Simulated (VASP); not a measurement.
# MgO (Cm) in VASP: further runs

MgO is run at these levels: PBE; tasks: single point.

All numbers are computed with VASP 6.6.1; they aren't measurements. Logs are shortened: lines on timing, memory, paths and dates and some standing lists are left out, and cuts for length are marked.

## 1. The cell of the first run

Symmetry: Cm, No. 8, monoclinic system. The conventional cell has a = 4.254 Å, b = 4.254 Å, c = 3.008 Å, α = 90.00°, β = 135.00°, γ = 90.00°. Within 2.6 Å of Mg (site symmetry m) lie 6 O at 1.99 to 2.27 Å. Within 2.6 Å of O (site symmetry m) lie 6 Mg at 1.99 to 2.27 Å.

## 2. Single point, PBE (mode 4 frozen in at -0.086 Å and mode 5 at -0.043 Å (largest displacements))

The input, INCAR:

```
ALGO     = Normal         # electronic algorithm
EDIFF    = 1E-6           # SCF threshold, eV
ENCUT    = 520            # plane-wave cutoff, eV
GGA      = PE             # functional
ISIF     = 2              # what is computed and relaxed
ISMEAR   = 0              # smearing method
LASPH    = T              # aspherical terms in the spheres
LCHARG   = F              # write CHGCAR
LREAL    = F              # projectors in reciprocal space
LWAVE    = F              # write WAVECAR
NBANDS   = 11             # bands
NELM     = 80             # most SCF steps
PREC     = Accurate       # precision mode
SIGMA    = 0.05           # smearing width, eV
```

The input, KPOINTS:

```
k-points
0
Gamma
  10 10 10
```

The input, POSCAR:

```
MgO
1.0
    0.0000000000      2.1272186771      2.1272186771
    2.1272186771      0.0000000000      2.1272186771
    2.1272186771      2.1272186771      0.0000000000
Mg O
1 1
Direct
   -0.0066530921      0.0066530921      0.0199592763
    0.5101070944      0.4898929056      0.4696787168
```

Potentials or basis: VASP PAW PBE potentials, release 64 (Mg, O).

Started as:

```
> cat potpaw_PBE.64/Mg/POTCAR potpaw_PBE.64/O/POTCAR > POTCAR
> mpirun -np 1 vasp_std > vasp.out
```

OUTCAR:

```text
EDIFF = 1E-6
   ENCUT = 520
   GGA = PE
   ISIF = 2
   ISMEAR = 0
   LASPH = T
   LREAL = F
   NELM = 80
   PREC = Accurate

 ion  position               nearest neighbor table
   1  0.993  0.007  0.020-   2 1.99   2 2.06   2 2.13   2 2.13   2 2.20   2 2.27
   2  0.510  0.490  0.470-   1 1.99   1 2.06   1 2.13   1 2.13   1 2.20   1 2.27

  LATTYP: Found a face centered cubic cell.
 ALAT       =     4.2544373542

  Lattice vectors:

 A1 = (   0.0000000000,   2.1272186771,   2.1272186771)
 A2 = (   2.1272186771,   0.0000000000,   2.1272186771)
 A3 = (   2.1272186771,   2.1272186771,   0.0000000000)

Analysis of symmetry for initial positions (statically):
=====================================================================
 Subroutine PRICEL returns:
 Original cell was already a primitive cell.

 Routine SETGRP: Setting up the symmetry group for a
 face centered cubic supercell.

 Subroutine GETGRP returns: Found  2 space group operations
 (whereof  2 operations were pure point group operations)
 out of a pool of 48 trial point group operations.

The static configuration has the point symmetry C_1h.

Analysis of symmetry for dynamics (positions and initial velocities):
=====================================================================
 Subroutine PRICEL returns:
 Original cell was already a primitive cell.

 Routine SETGRP: Setting up the symmetry group for a
 face centered cubic supercell.

 Subroutine GETGRP returns: Found  2 space group operations
 (whereof  2 operations were pure point group operations)
 out of a pool of 48 trial point group operations.

The dynamic configuration has the point symmetry C_1h.

 Subroutine INISYM returns: Found  2 space group operations
 (whereof  2 operations are pure point group operations),
 and found     1 'primitive' translations

----------------------------------------------------------------------------------------

                                     Primitive cell

  volume of cell :      19.2516

  direct lattice vectors                    reciprocal lattice vectors
     0.000000000  2.127218677  2.127218677    -0.235048707  0.235048707  0.235048707
     2.127218677  0.000000000  2.127218677     0.235048707 -0.235048707  0.235048707
     2.127218677  2.127218677  0.000000000     0.235048707  0.235048707 -0.235048707

  length of vectors
     3.008341503  3.008341503  3.008341503     0.407116303  0.407116303  0.407116303

  position of ions in fractional coordinates (direct lattice)
     0.993346908  0.006653092  0.019959276
[... 88 lines left out ...]
   PSTRESS=    0.0 pullay stress
   NELECT =       8.0000    total number of electrons
   NUPDOWN=      -1.0000    fix difference up-down
   EMIN   =  10.00;   EMAX   =-10.00  energy-range for DOS
   EFERMI =   0.00;   METHOD = LEGACY
   ISMEAR =     0;   SIGMA  =   0.05  broadening in eV -4-tet -1-fermi 0-gaus
   EFERMI_NEDOS =   21; number of points for ismear=-14 and -15
   IALGO  =     38    algorithm
   IMIX   =      4    mixing-type and parameters
     AMIX     =   0.40;   BMIX     =  1.00
     AMIX_MAG =   1.60;   BMIX_MAG =  1.00
  volume/ion in A,a.u.               =       9.63        64.96
  Fermi-wavevector in a.u.,A,eV,Ry     =   1.221657  2.308597 20.305965  1.492446
  Thomas-Fermi vector in A             =   2.356832
   LORBIT       =      0    0 simple, 1 ext, 2 COOP (PROOUT), +10 PAW based schemes
   GGA     = PE    functional components
   LHFCALC =     F    Hartree Fock is set to
   AEXX    =    0.0000 exact exchange contribution
   IVDW    =     0    specifies the selected vdW correction
   LEPSILON=     F    determine dielectric tensor
   LRPA    =     F    only Hartree local field effects (RPA)
 non-spin polarized calculation
 Gauss-broadening in eV      SIGMA  =   0.05
  energy-cutoff  :      520.00
  volume of cell :       19.25
 maximum number of plane-waves:       534
 NGX is ok and might be reduce to    24
   NGX = 11   NGY = 11   NGZ = 11

 number of electron       7.9999999 magnetization

 Free energy of the ion-electron system (eV)
  ---------------------------------------------------
  ext. energy  EPLUGINS =         0.00000000
  ---------------------------------------------------
  free energy    TOTEN  =       -11.84799479 eV

  energy without entropy =      -11.84799479  energy(sigma->0) =      -11.84799479

 E-fermi :   3.1397     XC(G=0): -10.9278

 val. band max:        2.9456380428   @ k =   0.0000   0.0000   0.0000
 cond. band min:       7.3777057579   @ k =   0.0000   0.0000   0.0000
 fundamental gap:      4.4320677151
 Fermi energy:         3.1397291455

 k-point     1 :       0.0000    0.0000    0.0000
  band No.  band energies     occupation
      1     -14.1596      2.00000
      2       2.9068      2.00000
      3       2.9439      2.00000
      4       2.9456      2.00000
      5       7.3777      0.00000
      6      18.6000      0.00000
      7      18.6887      0.00000
      8      18.7238      0.00000
      9      22.3752      0.00000
     10      24.1962      0.00000
     11      24.2357      0.00000
[... 309 lines left out ...]
 k-point    24 :       0.1000    0.1000   -0.2000
  band No.  band energies     occupation
      1     -13.4801      2.00000
      2       0.1169      2.00000
      3       2.4076      2.00000
      4       2.4362      2.00000
      5      10.3180      0.00000
      6      14.9311      0.00000
      7      18.7221      0.00000
      8      19.4846      0.00000
      9      21.6601      0.00000
     10      24.4450      0.00000
     11      25.6597      0.00000

 [... further k-points ...]

------------------------ aborting loop because EDIFF is reached ----------------------------------------

  FORCE on cell =-STRESS in cart. coord.  units (eV):
  Direction    XX          YY          ZZ          XY          YZ          ZX
  --------------------------------------------------------------------------------------
  -------------------------------------------------------------------------------------
  Total        0.6430717      0.0358128     -0.1569306     -0.0627434      0.0000000      0.0000000
  in kB       53.5184554      2.9804531    -13.0602587     -5.2217046      0.0000000      0.0000000
  external PRESSURE =      14.4795499 kB  Pullay stress =       0.0000000 kB

 VOLUME and BASIS-vectors are now :
 -----------------------------------------------------------------------------
  energy-cutoff  :      520.00
  volume of cell :       19.25
      direct lattice vectors                 reciprocal lattice vectors
     0.000000000  2.127218677  2.127218677    -0.235048707  0.235048707  0.235048707
     2.127218677  0.000000000  2.127218677     0.235048707 -0.235048707  0.235048707
     2.127218677  2.127218677  0.000000000     0.235048707  0.235048707 -0.235048707

 POSITION                                       TOTAL-FORCE (eV/Angst)
 -----------------------------------------------------------------------------------
      0.05661      2.15552      2.12722        -0.771906     -0.323816      0.000000
      2.04122      2.08422      2.12722         0.771906      0.323816      0.000000
 -----------------------------------------------------------------------------------
    total drift:                                0.000363      0.000167      0.000000

  FREE ENERGIE OF THE ION-ELECTRON SYSTEM (eV)
  ---------------------------------------------------
  free  energy   TOTEN  =       -11.8479947916 eV

  energy  without entropy=      -11.8479947916  energy(sigma->0) =      -11.84799479
```

OSZICAR:

```text
N       E                     dE             d eps       ncg     rms          rms(c)
DAV:   1     0.135249279075E+02    0.13525E+02   -0.45993E+03  7132   0.646E+02
DAV:   2    -0.128886233606E+02   -0.26414E+02   -0.25732E+02  7192   0.135E+02
DAV:   3    -0.134443037777E+02   -0.55568E+00   -0.55529E+00  7491   0.170E+01
DAV:   4    -0.134456476104E+02   -0.13438E-02   -0.13438E-02  6873   0.965E-01
DAV:   5    -0.134456521772E+02   -0.45669E-05   -0.45668E-05  7371   0.546E-02    0.729E+00
DAV:   6    -0.118678725389E+02    0.15778E+01   -0.92149E+00  6606   0.165E+01    0.228E+00
DAV:   7    -0.118543345927E+02    0.13538E-01   -0.65588E-02  6921   0.219E+00    0.136E+00
DAV:   8    -0.118485075035E+02    0.58271E-02   -0.31231E-02  6597   0.196E+00    0.259E-01
DAV:   9    -0.118479727261E+02    0.53478E-03   -0.11539E-03  7182   0.240E-01    0.120E-01
DAV:  10    -0.118479915420E+02   -0.18816E-04   -0.37744E-04  6933   0.148E-01    0.895E-03
DAV:  11    -0.118479938172E+02   -0.22752E-05   -0.53109E-06  7311   0.216E-02    0.714E-03
DAV:  12    -0.118479947916E+02   -0.97437E-06   -0.30727E-06  6567   0.131E-02
   1 F= -.11847995E+02 E0= -.11847995E+02  d E =-.141734E-10
```

stdout:

```text
POSCAR found type information on POSCAR MgO
 POSCAR found :  2 types and       2 ions
 scaLAPACK will be used
 LDA part: xc-table for (Slater+PW92), standard interpolation
 POSCAR, INCAR and KPOINTS ok, starting setup
 FFT: planning ... GRIDC
 FFT: planning ... GRID_SOFT
 FFT: planning ... GRID
 WAVECAR not read
 entering main loop
```

It took 64 s on 1 thread of Intel Xeon 6975P-C, shared host; peak memory 0.19 GiB.

Results:

```
Free energy            : -11.8480 eV
Pressure               : 1.4 GPa
Largest force          : 0.837 eV/Å
Band gap on the k mesh : 4.43 eV, direct
```

Forces in eV/Å, atoms in the order of the input:
```
Mg  -0.772 -0.324  0.000
O    0.772  0.324  0.000
```

Stress tensor (GPa, compression positive):
```
 5.35 -0.52  0.00
-0.52  0.30  0.00
 0.00  0.00 -1.31
```

Caveat: the cell differs from its parent crystal (mode 4 frozen in at -0.086 Å and mode 5 at -0.043 Å (largest displacements)).

## 3. Single point, PBE (mode 4 frozen in at -0.215 Å and mode 5 at -0.086 Å (largest displacements))

The input, INCAR:

```
PREC = Accurate ; ENCUT = 520
EDIFF = 1E-6 ; ISMEAR = 0
SIGMA = 0.05 ; LREAL = F
LASPH = T ; NELM = 60
ALGO = Normal ; ISIF = 2
LWAVE = F ; LCHARG = F
GGA = PE ; NBANDS = 11
```

The input, KPOINTS:

```
regular mesh
0
Gamma
  10 10 10
```

The input, POSCAR:

```
MgO
1.0
    0.0000000000      2.1272186771      2.1272186771
    2.1272186771      0.0000000000      2.1272186771
    2.1272186771      2.1272186771      0.0000000000
Mg O
1 1
Direct
   -0.0199592763      0.0199592763      0.0465716447
    0.5303212832      0.4696787168      0.4292503391
```

Potentials or basis: VASP PAW PBE potentials, release 64 (Mg, O).

Started as:

```
> cat potpaw_PBE.64/Mg/POTCAR potpaw_PBE.64/O/POTCAR > POTCAR
> mpirun -np 1 vasp_std > vasp.out
```

OUTCAR:

```text
PREC = Accurate
   ENCUT = 520
   EDIFF = 1E-6
   ISMEAR = 0
   LREAL = F
   LASPH = T
   NELM = 60
   ISIF = 2
   GGA = PE

 ion  position               nearest neighbor table
   1  0.980  0.020  0.047-   2 1.78   2 2.02   2 2.16   2 2.16   2 2.30   2 2.49
   2  0.530  0.470  0.429-   1 1.78   1 2.02   1 2.16   1 2.16   1 2.30   1 2.49

  LATTYP: Found a face centered cubic cell.
 ALAT       =     4.2544373542

  Lattice vectors:

 A1 = (   0.0000000000,   2.1272186771,   2.1272186771)
 A2 = (   2.1272186771,   0.0000000000,   2.1272186771)
 A3 = (   2.1272186771,   2.1272186771,   0.0000000000)

Analysis of symmetry for initial positions (statically):
=====================================================================
 Subroutine PRICEL returns:
 Original cell was already a primitive cell.

 Routine SETGRP: Setting up the symmetry group for a
 face centered cubic supercell.

 Subroutine GETGRP returns: Found  2 space group operations
 (whereof  2 operations were pure point group operations)
 out of a pool of 48 trial point group operations.

The static configuration has the point symmetry C_1h.
[... 171 lines left out ...]
      1     -14.2151      2.00000
      2       2.6706      2.00000
      3       2.8408      2.00000
      4       2.8445      2.00000
      5       7.2480      0.00000
      6      18.6690      0.00000
      7      19.1447      0.00000
      8      19.2757      0.00000
      9      22.0932      0.00000
     10      24.2737      0.00000
     11      24.5049      0.00000
[... 309 lines left out ...]
 k-point    24 :       0.1000    0.1000   -0.2000
  band No.  band energies     occupation
      1     -13.5528      2.00000
      2       0.0508      2.00000
      3       2.2430      2.00000
      4       2.4119      2.00000
      5      10.2699      0.00000
      6      14.9262      0.00000
      7      18.4146      0.00000
      8      19.4635      0.00000
      9      22.2752      0.00000
     10      24.7823      0.00000
     11      25.9587      0.00000

 [... further k-points ...]

------------------------ aborting loop because EDIFF is reached ----------------------------------------

  FORCE on cell =-STRESS in cart. coord.  units (eV):
  Direction    XX          YY          ZZ          XY          YZ          ZX
  --------------------------------------------------------------------------------------
  -------------------------------------------------------------------------------------
  Total        5.1343195      0.2967976     -0.3964453     -0.5004885      0.0000000      0.0000000
  in kB      427.2942628     24.7004322    -32.9934327    -41.6522320      0.0000000      0.0000000
  external PRESSURE =     139.6670875 kB  Pullay stress =       0.0000000 kB

 VOLUME and BASIS-vectors are now :
 -----------------------------------------------------------------------------
  energy-cutoff  :      520.00
  volume of cell :       19.25
      direct lattice vectors                 reciprocal lattice vectors
     0.000000000  2.127218677  2.127218677    -0.235048707  0.235048707  0.235048707
     2.127218677  0.000000000  2.127218677     0.235048707 -0.235048707  0.235048707
     2.127218677  2.127218677  0.000000000     0.235048707  0.235048707 -0.235048707

 POSITION                                       TOTAL-FORCE (eV/Angst)
 -----------------------------------------------------------------------------------
      0.14153      2.18383      2.12722        -3.345941     -0.355894      0.000000
      1.91222      2.04122      2.12722         3.345941      0.355894      0.000000
 -----------------------------------------------------------------------------------
    total drift:                                0.000035      0.000050      0.000001

  FREE ENERGIE OF THE ION-ELECTRON SYSTEM (eV)
  ---------------------------------------------------
  free  energy   TOTEN  =       -11.4290746028 eV

  energy  without entropy=      -11.4290746028  energy(sigma->0) =      -11.42907460
```

OSZICAR:

```text
N       E                     dE             d eps       ncg     rms          rms(c)
DAV:   1     0.149732065549E+02    0.14973E+02   -0.45365E+03  6964   0.642E+02
DAV:   2    -0.126323961307E+02   -0.27606E+02   -0.26917E+02  7154   0.138E+02
DAV:   3    -0.132420665895E+02   -0.60967E+00   -0.60921E+00  7566   0.181E+01
DAV:   4    -0.132436172083E+02   -0.15506E-02   -0.15506E-02  6843   0.105E+00
DAV:   5    -0.132436225468E+02   -0.53385E-05   -0.53385E-05  7461   0.597E-02    0.776E+00
DAV:   6    -0.114555280036E+02    0.17881E+01   -0.10274E+01  6762   0.175E+01    0.235E+00
DAV:   7    -0.114374145040E+02    0.18113E-01   -0.63439E-02  6912   0.222E+00    0.141E+00
DAV:   8    -0.114296057029E+02    0.78088E-02   -0.34744E-02  6558   0.205E+00    0.253E-01
DAV:   9    -0.114289620163E+02    0.64369E-03   -0.35115E-03  7257   0.429E-01    0.704E-02
DAV:  10    -0.114290711608E+02   -0.10914E-03   -0.33359E-04  6870   0.140E-01    0.166E-02
DAV:  11    -0.114290747815E+02   -0.36207E-05   -0.17925E-05  7464   0.351E-02    0.153E-02
DAV:  12    -0.114290746028E+02    0.17863E-06   -0.89682E-06  6618   0.224E-02
   1 F= -.11429075E+02 E0= -.11429075E+02  d E =-.175954E-12
```

It took 63 s on 1 thread of Intel Xeon 6975P-C, shared host; peak memory 0.19 GiB.

Results:

* Free energy: -11.4291 eV
* Pressure: 14.0 GPa
* Largest force: 3.365 eV/Å
* Band gap on the k mesh: 4.40 eV, direct

Forces on the atoms (eV/Å):
```
Mg  -3.346 -0.356  0.000
O    3.346  0.356  0.000
```

Stress tensor (GPa, compression positive):
```
42.73 -4.17  0.00
-4.17  2.47  0.00
 0.00  0.00 -3.30
```

Caveat: the cell differs from its parent crystal (mode 4 frozen in at -0.215 Å and mode 5 at -0.086 Å (largest displacements)); forces of over 1 eV/Å act on the atoms, so gaps and moduli don't describe the material at rest.

## 4. Single point, PBE (mode 4 frozen in at -0.172 Å and mode 5 at -0.086 Å (largest displacements))

The input, INCAR:

```
PREC     = Accurate       # precision mode
ENCUT    = 520            # plane-wave cutoff, eV
EDIFF    = 1E-6           # SCF threshold, eV
ISMEAR   = 0              # smearing method
SIGMA    = 0.05           # smearing width, eV
LREAL    = F              # projectors in reciprocal space
LASPH    = T              # aspherical terms in the spheres
NELM     = 80             # most SCF steps
ALGO     = Normal         # electronic algorithm
ISIF     = 2              # what is computed and relaxed
LWAVE    = F              # write WAVECAR
LCHARG   = F              # write CHGCAR
GGA      = PE             # functional
NBANDS   = 11             # bands
```

The input, KPOINTS:

```
Automatic mesh
0
Gamma
  10 10 10
```

The input, POSCAR:

```
MgO
1.0
    0.0000000000      2.1272186771      2.1272186771
    2.1272186771      0.0000000000      2.1272186771
    2.1272186771      2.1272186771      0.0000000000
Mg O
1 1
Direct
   -0.0133061842      0.0133061842      0.0399185526
    0.5202141888      0.4797858112      0.4393574335
```

Started as:

```
> cat potpaw_PBE.64/Mg/POTCAR potpaw_PBE.64/O/POTCAR > POTCAR
> mpirun -np 1 vasp_std > vasp.out
```

It took 63 s on 1 thread of Intel Xeon 6975P-C, shared host; peak memory 0.19 GiB.

The run converged. Its results:

```yaml
Free_energy: -11.6211 eV
Pressure: 8.7 GPa
Largest_force: 2.184 eV/Å
Band_gap_on_the_k_mesh: 4.41 eV, direct
```

Forces on the atoms (eV/Å):
```
Mg  -2.120 -0.525  0.000
O    2.120  0.525  0.000
```

Stress tensor (GPa, compression positive):
```
25.35 -2.81  0.00
-2.81  3.46  0.00
 0.00  0.00 -2.60
```

Levels at points of the mesh, in eV from the valence-band top:
```
           k point  band 2  band 3  band 4  band 5  band 6  band 7
(0.00, 0.00, 0.00)   -0.14    0.00    0.00    4.41   15.73   16.09
(0.50, 0.00, 0.00)   -4.41   -0.58   -0.48    7.70   11.84   15.91
(0.00, 0.00, 0.50)   -4.41   -0.69   -0.55    7.87   12.02   15.99
(0.50, 0.50, 0.00)   -3.89   -1.37   -1.25    9.17    9.53   12.88
(0.00, 0.50, 0.50)   -3.81   -1.27   -1.25    9.15    9.23   12.88
(0.50, 0.00, 0.50)   -3.87   -1.32   -1.26    9.23    9.38   12.89
```

Caveat: the cell differs from its parent crystal (mode 4 frozen in at -0.172 Å and mode 5 at -0.086 Å (largest displacements)); forces of over 1 eV/Å act on the atoms, so gaps and moduli don't describe the material at rest.
